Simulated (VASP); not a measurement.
**Si (a cell with a defect): single point with LDA**

Si (a cell with a defect):

```xyz
63
Lattice="10.8600 0.0000 0.0000 0.0000 10.8600 0.0000 0.0000 0.0000 10.8600" Properties=species:S:1:pos:R:3 pbc="T T T"
Si    5.4533    0.0039    0.0004
Si    6.7802    1.3705    1.3645
Si    8.1416    2.7185    0.0037
Si    9.4893    4.0801    1.3645
Si    8.1442    0.0041    2.6920
Si    9.5153    1.3447    4.0781
Si    0.0029   -0.0027   -0.0151
Si    1.3511    1.3550    1.3527
Si    2.6965    2.7190    0.0035
Si    4.0809    4.0976    1.3824
Si    5.4179    5.4425    0.0058
Si    6.7621    6.7795    1.3828
Si    8.1411    8.1636    0.0036
Si    9.5054    9.5089    1.3528
Si    2.7127    0.0106    2.7151
Si    4.0683    1.3604    4.0765
Si    5.4181    2.7202    2.7264
Si    6.7644    4.0958    4.0632
Si    8.1397    5.4422    2.7264
Si    9.4998    6.7920    4.0765
Si    5.4293    0.0109    5.4326
Si    6.7923    1.3547    6.7943
Si    8.1421    2.7182    5.4486
Si    9.5058    4.0679    6.7942
Si    8.1604   -0.0032    8.1416
Si    9.5004    1.3598    9.5045
Si   -0.0040    5.4068    0.0002
Si    1.3523    6.8106    1.3607
Si    2.7120    8.1482   -0.0055
Si    4.0494    9.5079    1.3609
Si   -0.0043    2.7161    2.6920
Si    1.3518    4.0764    4.0966
Si    2.6628    5.4175    2.7028
Si    2.8357    8.0251    5.3070
Si    5.4413    8.1966    2.7041
Si    6.7837    9.5083    4.0965
Si    0.0393   -0.0392    5.4293
Si    1.3636    1.3392    6.7813
Si    2.7120    2.7094    5.4328
Si    4.0491    4.0754    6.7930
Si    5.4479    5.4121    5.4852
Si    6.7849    6.8108    6.7929
Si    8.1508    8.1482    5.4328
Si    9.5208    9.4967    6.7814
Si    2.7153   -0.0393    8.1058
Si    4.0672    1.3446    9.4902
Si    5.4532    2.7157    8.1502
Si    6.7802    4.0801    9.5167
Si    8.1447    5.4069    8.1501
Si    9.5155    6.7929    9.4901
Si   -0.0102    8.1472    2.7151
Si    1.4180    9.4423    4.0457
Si   -0.0106    5.4311    5.4325
Si    1.4190    6.7619    6.7255
Si    4.0985    9.4415    6.7257
Si    0.0035    2.6996    8.1414
Si    1.3514    4.0681    9.4986
Si    2.7132    5.4314    8.1545
Si    4.0682    6.7920    9.5050
Si    5.4290    8.1469    8.1545
Si    6.7921    9.5086    9.4987
Si    0.0395    8.1451    8.1058
Si    1.3632    9.4970    9.4848
```

```json
{
  "Program": "VASP 6.6.1",
  "Task": "single point",
  "Functional": "LDA",
  "Potentials or basis": "VASP PAW LDA potentials, release 64 (Si)",
  "Cutoff": "520 eV",
  "k mesh": "1 × 1 × 1",
  "Occupations": "gaussian, width 0.05 eV",
  "Spin": "no spin polarisation"
}
```

The largest force is 0.274 eV/Å.

Forces in eV/Å, atoms in the order of the input:
```
Si  -0.005 -0.007 -0.001
Si   0.006 -0.010 -0.005
Si   0.000  0.001  0.000
Si   0.010 -0.007 -0.004
Si   0.002 -0.006  0.006
Si  -0.002  0.002 -0.010
Si   0.000  0.000  0.008
Si   0.009 -0.003 -0.001
Si   0.006 -0.007 -0.006
Si   0.016 -0.027 -0.026
Si   0.010 -0.010 -0.016
Si   0.026 -0.015 -0.025
Si   0.007 -0.006 -0.007
Si   0.003 -0.009 -0.001
Si   0.003  0.003 -0.001
Si   0.004 -0.004 -0.005
Si   0.009 -0.015 -0.008
Si   0.027 -0.028 -0.021
Si   0.015 -0.009 -0.009
Si   0.004 -0.004 -0.005
Si   0.001  0.002 -0.003
Si   0.000 -0.003 -0.010
Si   0.007 -0.007 -0.002
Si   0.003  0.000 -0.010
Si  -0.007  0.001  0.002
Si   0.004 -0.004 -0.005
Si   0.008  0.004 -0.001
Si   0.006  0.001 -0.001
Si   0.002 -0.002 -0.006
Si  -0.001 -0.007 -0.001
Si   0.007 -0.002  0.006
Si   0.007 -0.003 -0.002
Si  -0.008 -0.056 -0.057
Si  -0.157  0.156  0.162
Si   0.058  0.009 -0.059
Si   0.002 -0.008 -0.002
Si  -0.024  0.024  0.011
Si   0.000  0.009  0.001
Si   0.001 -0.006 -0.001
Si   0.000 -0.005 -0.002
Si   0.049 -0.048  0.005
Si   0.005  0.000 -0.002
Si   0.006 -0.001 -0.001
Si  -0.008  0.000  0.001
Si  -0.007  0.022  0.023
Si   0.004  0.003  0.002
Si  -0.004 -0.002 -0.007
Si   0.005 -0.005 -0.011
Si   0.002  0.004 -0.007
Si  -0.003 -0.003  0.002
Si  -0.003 -0.002 -0.001
Si  -0.045  0.045 -0.004
Si  -0.002 -0.001 -0.002
Si  -0.047  0.003  0.047
Si  -0.002  0.046  0.047
Si  -0.001  0.007  0.002
Si   0.010 -0.001 -0.003
Si   0.001 -0.002  0.003
Si   0.004 -0.004 -0.003
Si   0.002 -0.001  0.003
Si   0.001 -0.009 -0.003
Si  -0.022  0.006  0.022
Si   0.000  0.000  0.007
```

Levels at points of the mesh, in eV from the Fermi level:
| k point | band 121 | band 122 | band 123 | band 124 | band 125 | band 126 | band 127 | band 128 | band 129 | band 130 |
| --- | --- | --- | --- | --- | --- | --- | --- | --- | --- | --- |
| (0.00, 0.00, 0.00) | -1.15 | -1.15 | -0.28 | -0.28 | -0.27 | 0.57 | 0.58 | 0.58 | 0.71 | 0.71 |

It took 5.3 min on 1 thread of Intel(R) Xeon(R) Platinum 8259CL CPU @ 2.50GHz (Skylake/Cascade Lake), with other jobs on the host, peak memory 0.68 GiB.

Caveat: the k points lie up to 0.58 Å⁻¹ apart; the cell carries a net charge on a neutralising background, which shifts energy and pressure; the cell is charged against a uniform background, so pressure and absolute levels hang on convention.
